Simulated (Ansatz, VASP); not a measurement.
**One calculation of HfO2, two programs**

Contents of INCAR:

```
SYSTEM = HfO2
PREC = Accurate
ENCUT = 520
EDIFF = 1E-6
ISMEAR = -1
SIGMA = 0.02
LREAL = .False.
LASPH = .True.
NELM = 100
ALGO = Normal
ISIF = 2
LWAVE = .False.
LCHARG = .False.
GGA = PE
NBANDS = 56
```

The input KPOINTS:

```
Automatic mesh
0
Gamma
  6 6 6
  0 0 0
```

File POSCAR:

```
HfO2
1.0
    5.1138648531      0.0000000000      0.0047590261
    0.0000000000      5.1814079143      0.0000000000
   -0.8746903931      0.0000000000      5.2222785671
Hf O
4 8
Direct
    0.2761892212      0.4581828149      0.7081931631
    0.7238107788      0.9581828149      0.7918068369
    0.7238107788      0.5418171851      0.2918068369
    0.2761892212      0.0418171851      0.2081931631
    0.4479259156      0.7423207018      0.9785125421
    0.5520740844      0.2423207018      0.5214874579
    0.5520740844      0.2576792982      0.0214874579
    0.4479259156      0.7576792982      0.4785125421
    0.0701456268      0.3338701126      0.3439483467
    0.9298543732      0.8338701126      0.1560516533
    0.9298543732      0.6661298874      0.6560516533
    0.0701456268      0.1661298874      0.8439483467
```

Input for Ansatz:

```yaml
crystal:
  lattice:
    - [5.1138648531, 0.0, 0.0047590261]
    - [0.0, 5.1814079143, 0.0]
    - [-0.8746903931, 0.0, 5.2222785671]
  atoms:
    - { symbol: Hf, position: [0.2761892212, 0.4581828149, 0.7081931631] }
    - { symbol: Hf, position: [0.7238107788, 0.9581828149, 0.7918068369] }
    - { symbol: Hf, position: [0.7238107788, 0.5418171851, 0.2918068369] }
    - { symbol: Hf, position: [0.2761892212, 0.0418171851, 0.2081931631] }
    - { symbol: O, position: [0.4479259156, 0.7423207018, 0.9785125421] }
    - { symbol: O, position: [0.5520740844, 0.2423207018, 0.5214874579] }
    - { symbol: O, position: [0.5520740844, 0.2576792982, 0.0214874579] }
    - { symbol: O, position: [0.4479259156, 0.7576792982, 0.4785125421] }
    - { symbol: O, position: [0.0701456268, 0.3338701126, 0.3439483467] }
    - { symbol: O, position: [0.9298543732, 0.8338701126, 0.1560516533] }
    - { symbol: O, position: [0.9298543732, 0.6661298874, 0.6560516533] }
    - { symbol: O, position: [0.0701456268, 0.1661298874, 0.8439483467] }
kpoints:
  mp_grid: { grid: [6, 6, 6] }
  band_path:
    path:
      - [0.0, 0.0, 0.0]
      - [0.0, 0.5, 0.0]
      - [0.0, 0.5, 0.5]
      - [0.0, 0.0, 0.5]
      - [-0.5, 0.0, 0.5]
      - [-0.5, 0.5, 0.5]
      - [-0.5, 0.5, 0.0]
      - [-0.5, 0.0, 0.0]
    npoints: 1
hamiltonian:
  xc: pbe
scf:
  occupations: { method: fermi_dirac, width: 0.02 }
  n_extra_bands: 7
output:
  forces: true
  stress: true
  eigenvalues: true
  write_density: true
  write_potential: true
  elf: true
  volumetric_format: npy
```

Alike in both runs: task single point; functional PBE; k mesh 6 × 6 × 6; occupations fermi-dirac, width 0.02 eV; no spin polarisation.

```csv
,VASP,Ansatz
version,VASP 6.6.1,Ansatz 0.2.0
potentials or method,"VASP PAW PBE potentials, release 64 (Hf_pv, O)","plane waves, PAW"
plane-wave cutoff (eV),520,420
valence electrons in the cell,88,152
```

|  | VASP | Ansatz | Ansatz less VASP |
| --- | --- | --- | --- |
| gap on the k mesh at the Fermi level (eV) | 4.05 | 4.09 | +0.041 |
| pressure (GPa) | 2.4 | 5.6 | +3.19 |
| traceless stress, the component that is largest in VASP (GPa) | -0.14 | -0.14 | +0.004 |
| rms of the force components (eV/Å) | 0.015 | 0.042 | +0.0271 |

Atom by atom the forces differ by 0.034 eV/Å (rms over components). With one functional, cell and mesh, what is left measures potentials, basis and numerics. VASP's potentials hold 88 valence electrons a cell and Ansatz's 152, so a difference there can come from the potentials and not from the codes.

Neither program's run includes spin-orbit coupling.
